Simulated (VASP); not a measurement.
A run of VASP 6.6.1 is set up as follows.

Contents of INCAR:

```
SYSTEM = CdGe3
PREC = Accurate ; ENCUT = 500
EDIFF = 1E-6 ; ISMEAR = -1
SIGMA = 0.05 ; LREAL = .False.
LASPH = .True. ; NELM = 120
ALGO = Normal ; ISIF = 2
LWAVE = .False. ; LCHARG = .False.
GGA = PE ; NBANDS = 35
GGA_COMPAT = .False.
```

The input KPOINTS:

```
regular mesh
0
Gamma
  4 4 4
  0 0 0
```

File POSCAR:

```
CdGe3
1.0
    4.3462792952      0.0000000000      0.0000000000
    0.0000000000      4.3462792952      0.0000000000
    0.0000000000      0.0000000000      4.3462792952
Cd Ge
1 3
Direct
    0.0000000000      0.0000000000      0.0000000000
    0.0000000000      0.5000000000      0.5000000000
    0.5000000000      0.0000000000      0.5000000000
    0.5000000000      0.5000000000      0.0000000000
```

Potentials or basis: VASP PAW PBE potentials, release 64 (Cd, Ge_d).

The run is started by

```console
$ cat potpaw_PBE.64/Cd/POTCAR potpaw_PBE.64/Ge_d/POTCAR > POTCAR
$ mpirun -np 1 vasp_std > vasp.out
```

Predict the band gap on the k mesh.

zero (bands 27 and 28 overlap by 3.75 eV).

Estimate the pressure.

0.1 GPa.

Caveat: the k points lie up to 0.36 Å⁻¹ apart, too coarse for converged energies and pressures of a metal.
